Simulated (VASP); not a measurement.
# Sb (P-1) in VASP: single point with PBE

Aim: the single point of Sb with PBE.

Everything below comes from runs of VASP 6.6.1. Logs are shortened: lines on timing, memory, paths and dates and some standing lists are left out, and cuts for length are marked.

### 1 The cell of the first run

The typed cell holds 2 atoms: a = 4.493 Å, b = 4.493 Å, c = 4.493 Å, α = 57.20°, β = 57.20°, γ = 57.20°.

### 2 Single point, PBE (atom 1 (Sb) moved by (-0.300, -0.150) A along [1 1 0] and z)

File INCAR:

```
SYSTEM = Sb
PREC = Accurate ; ENCUT = 520
EDIFF = 1E-6 ; ISMEAR = 0
SIGMA = 0.15 ; LREAL = .FALSE.
LASPH = .TRUE. ; NELM = 100
ALGO = Normal ; ISIF = 2
LWAVE = .FALSE. ; LCHARG = .TRUE.
GGA = PE ; LELF = .TRUE.
LVHAR = .TRUE. ; NBANDS = 12
```

File KPOINTS:

```
Automatic mesh
0
G
  12 12 12
  0 0 0
```

File POSCAR:

```
Sb
1.0
    2.1506003320      1.2416496806      3.7440000000
   -2.1506003320      1.2416496806      3.7440000000
    0.0000000000     -2.4832993611      3.7440000000
Sb
2
Direct
    0.1424915509      0.2411300712      0.2772342754
    0.7663600000      0.7663600000      0.7663600000
```

Potentials or basis: VASP PAW PBE potentials, release 64 (Sb).

Launch:

```bash
cat potpaw_PBE.64/Sb/POTCAR > POTCAR
mpirun -np 1 vasp_std > vasp.out
```

OUTCAR:

```text
SYSTEM = Sb
   PREC = Accurate
   ENCUT = 520
   EDIFF = 1E-6
   ISMEAR = 0
   LREAL = .FALSE.
   LASPH = .TRUE.
   NELM = 100
   ISIF = 2
   GGA = PE

 ion  position               nearest neighbor table
   1  0.142  0.241  0.277-   2 2.65   2 2.78   2 3.09   2 3.24   2 3.51   2 3.61
   2  0.766  0.766  0.766-   1 2.65   1 2.78   1 3.09   1 3.24   1 3.51   1 3.61

  LATTYP: Found a trigonal (rhomboedric) cell.
 ALAT       =     4.4926953733
 COS(alpha) =     0.5417151843

  Lattice vectors:

 A1 = (   2.1506003320,   1.2416496806,   3.7440000000)
 A2 = (  -2.1506003320,   1.2416496806,   3.7440000000)
 A3 = (   0.0000000000,  -2.4832993611,   3.7440000000)

Analysis of symmetry for initial positions (statically):
=====================================================================
 Subroutine PRICEL returns:
 Original cell was already a primitive cell.

 Routine SETGRP: Setting up the symmetry group for a
 trigonal (rhombohedral) supercell.

 Subroutine GETGRP returns: Found  2 space group operations
 (whereof  1 operations were pure point group operations)
 out of a pool of 12 trial point group operations.

The static configuration has the point symmetry C_1 .
 The point group associated with its full space group is S_2 .

Analysis of symmetry for dynamics (positions and initial velocities):
=====================================================================
 Subroutine PRICEL returns:
 Original cell was already a primitive cell.

 Routine SETGRP: Setting up the symmetry group for a
 trigonal (rhombohedral) supercell.

 Subroutine GETGRP returns: Found  2 space group operations
 (whereof  1 operations were pure point group operations)
 out of a pool of 12 trial point group operations.

The dynamic configuration has the point symmetry C_1 .
 The point group associated with its full space group is S_2 .

 Subroutine INISYM returns: Found  2 space group operations
 (whereof  1 operations are pure point group operations),
 and found     1 'primitive' translations

----------------------------------------------------------------------------------------

                                     Primitive cell

  volume of cell :      59.9854

  direct lattice vectors                    reciprocal lattice vectors
     2.150600332  1.241649681  3.744000000     0.232493222  0.134230024  0.089031339
    -2.150600332  1.241649681  3.744000000    -0.232493222  0.134230024  0.089031339
     0.000000000 -2.483299361  3.744000000     0.000000000 -0.268460048  0.089031339

  length of vectors
[... 88 lines left out ...]
   ISIF   =      2    stress and relaxation
   ISYM   =      2    0-nonsym 1-usesym 2-fastsym
   POTIM  = 0.5000    time-step for ionic-motion
   TEBEG  =    0.0;   TEEND  =   0.0 temperature during run
   PSTRESS=    0.0 pullay stress
   NELECT =      10.0000    total number of electrons
   NUPDOWN=      -1.0000    fix difference up-down
   EMIN   =  10.00;   EMAX   =-10.00  energy-range for DOS
   EFERMI =   0.00;   METHOD = LEGACY
   ISMEAR =     0;   SIGMA  =   0.15  broadening in eV -4-tet -1-fermi 0-gaus
   EFERMI_NEDOS =   21; number of points for ismear=-14 and -15
   IALGO  =     38    algorithm
   IMIX   =      4    mixing-type and parameters
     AMIX     =   0.40;   BMIX     =  1.00
     AMIX_MAG =   1.60;   BMIX_MAG =  1.00
  volume/ion in A,a.u.               =      29.99       202.40
  Fermi-wavevector in a.u.,A,eV,Ry     =   0.901003  1.702649 11.045295  0.811806
  Thomas-Fermi vector in A             =   2.024030
   LORBIT       =      0    0 simple, 1 ext, 2 COOP (PROOUT), +10 PAW based schemes
   GGA     = PE    functional components
   LHFCALC =     F    Hartree Fock is set to
   AEXX    =    0.0000 exact exchange contribution
   IVDW    =     0    specifies the selected vdW correction
   LEPSILON=     F    determine dielectric tensor
   LRPA    =     F    only Hartree local field effects (RPA)
 non-spin polarized calculation
 Gauss-broadening in eV      SIGMA  =   0.15
  energy-cutoff  :      520.00
  volume of cell :       59.99
 maximum number of plane-waves:      1627
 NGX is ok and might be reduce to    36
   NGX = 17   NGY = 17   NGZ = 17

 number of electron      10.0000000 magnetization

 Free energy of the ion-electron system (eV)
  ---------------------------------------------------
  ext. energy  EPLUGINS =         0.00000000
  ---------------------------------------------------
  free energy    TOTEN  =        -7.92761214 eV

  energy without entropy =       -7.92444935  energy(sigma->0) =       -7.92603074

 E-fermi :   7.2955     XC(G=0):  -9.5211

 val. band max:        7.2869215944   @ k =   0.1667   0.2500   0.2500
 cond. band min:       7.3040632664   @ k =   0.1667   0.1667   0.3333
 fundamental gap:      0.0171416720
 Fermi energy:         7.2954819261

 k-point     1 :       0.0000    0.0000    0.0000
  band No.  band energies     occupation
      1      -5.6532      2.00000
      2       2.8103      2.00000
      3       4.8289      2.00000
      4       5.5117      2.00000
      5       6.0355      2.00000
      6       8.6492      0.00000
      7       9.0470      0.00000
      8      10.7556      0.00000
      9      12.1831      0.00000
     10      13.2519      0.00000
     11      13.4407      0.00000
     12      13.7336      0.00000
[... 331 lines left out ...]
 k-point    24 :      -0.1667   -0.0000   -0.0833
  band No.  band energies     occupation
      1      -5.4032      2.00000
      2       1.8156      2.00000
      3       4.5004      2.00000
      4       5.3916      2.00000
      5       6.5840      2.00000
      6       8.3295      0.00000
      7       8.9852      0.00000
      8      10.3509      0.00000
      9      11.9800      0.00000
     10      13.0554      0.00000
     11      13.1846      0.00000
     12      14.9248      0.00000

 [... further k-points ...]
[... 5 lines left out ...]
  --------------------------------------------------------------------------------------
  -------------------------------------------------------------------------------------
  Total        1.8203960      4.1690010      2.3591403     -0.7872357      1.5567217      0.9394344
  in kB       48.6217477    111.3516614     63.0113058    -21.0266198     41.5791572     25.0917623
  external PRESSURE =      74.3282383 kB  Pullay stress =       0.0000000 kB

 VOLUME and BASIS-vectors are now :
 -----------------------------------------------------------------------------
  energy-cutoff  :      520.00
  volume of cell :       59.99
      direct lattice vectors                 reciprocal lattice vectors
     2.150600332  1.241649681  3.744000000     0.232493222  0.134230024  0.089031339
    -2.150600332  1.241649681  3.744000000    -0.232493222  0.134230024  0.089031339
     0.000000000 -2.483299361  3.744000000     0.000000000 -0.268460048  0.089031339

 POSITION                                       TOTAL-FORCE (eV/Angst)
 -----------------------------------------------------------------------------------
     -0.21213     -0.21213      2.47424         0.726618      1.199370      1.759215
      0.00000      0.00000      8.60776        -0.726618     -1.199370     -1.759215
 -----------------------------------------------------------------------------------
    total drift:                                0.000000      0.000000     -0.000000

  FREE ENERGIE OF THE ION-ELECTRON SYSTEM (eV)
  ---------------------------------------------------
  free  energy   TOTEN  =        -7.9276121419 eV

  energy  without entropy=       -7.9244493451  energy(sigma->0) =       -7.92603074
```

OSZICAR:

```text
N       E                     dE             d eps       ncg     rms          rms(c)
DAV:   1     0.358071573742E+02    0.35807E+02   -0.35631E+03 20832   0.654E+02
DAV:   2    -0.599030071736E+01   -0.41797E+02   -0.40363E+02 26612   0.109E+02
DAV:   3    -0.793093474575E+01   -0.19406E+01   -0.19273E+01 25720   0.259E+01
DAV:   4    -0.794781830227E+01   -0.16884E-01   -0.16874E-01 24176   0.291E+00
DAV:   5    -0.794802953250E+01   -0.21123E-03   -0.21123E-03 25868   0.355E-01    0.344E+00
DAV:   6    -0.793347226329E+01    0.14557E-01   -0.90862E-03 24164   0.501E-01    0.211E+00
DAV:   7    -0.792752440824E+01    0.59479E-02   -0.19196E-02 24228   0.735E-01    0.806E-02
DAV:   8    -0.792757671993E+01   -0.52312E-04   -0.13380E-03 24224   0.213E-01    0.309E-02
DAV:   9    -0.792760479125E+01   -0.28071E-04   -0.67639E-05 25952   0.492E-02    0.145E-02
DAV:  10    -0.792761214072E+01   -0.73495E-05   -0.81779E-06 24132   0.168E-02    0.294E-03
DAV:  11    -0.792761214195E+01   -0.12248E-08   -0.13372E-06 23360   0.701E-03
   1 F= -.79276121E+01 E0= -.79260307E+01  d E =-.316280E-02
```

stdout:

```text
POSCAR found type information on POSCAR Sb
 POSCAR found :  1 types and       2 ions
 scaLAPACK will be used
 LDA part: xc-table for (Slater+PW92), standard interpolation
 POSCAR, INCAR and KPOINTS ok, starting setup
 FFT: planning ... GRIDC
 FFT: planning ... GRID_SOFT
 FFT: planning ... GRID
 WAVECAR not read
 entering main loop
```

Wall time 4.5 min (1 thread of Intel Xeon Platinum 8559C (Emerald Rapids), shared host); peak memory 0.63 GiB.

Results:

- Free energy: -7.9276 eV
- Pressure: 7.4 GPa
- Largest force: 2.250 eV/Å
- Band gap on the k mesh: zero (bands 5 and 6 overlap by 0.66 eV)

Forces on the atoms (eV/Å):
```
Sb   0.727  1.199  1.759
Sb  -0.727 -1.199 -1.759
```

Caveat: the cell differs from its parent crystal (atom 1 (Sb) moved by (-0.300, -0.150) A along [1 1 0] and z); the stress differs along the axes, from 5 to 11 GPa; spin-orbit coupling is left out, which moves the levels of the heavy elements; forces of over 1 eV/Å act on the atoms, so gaps and moduli don't describe the material at rest.
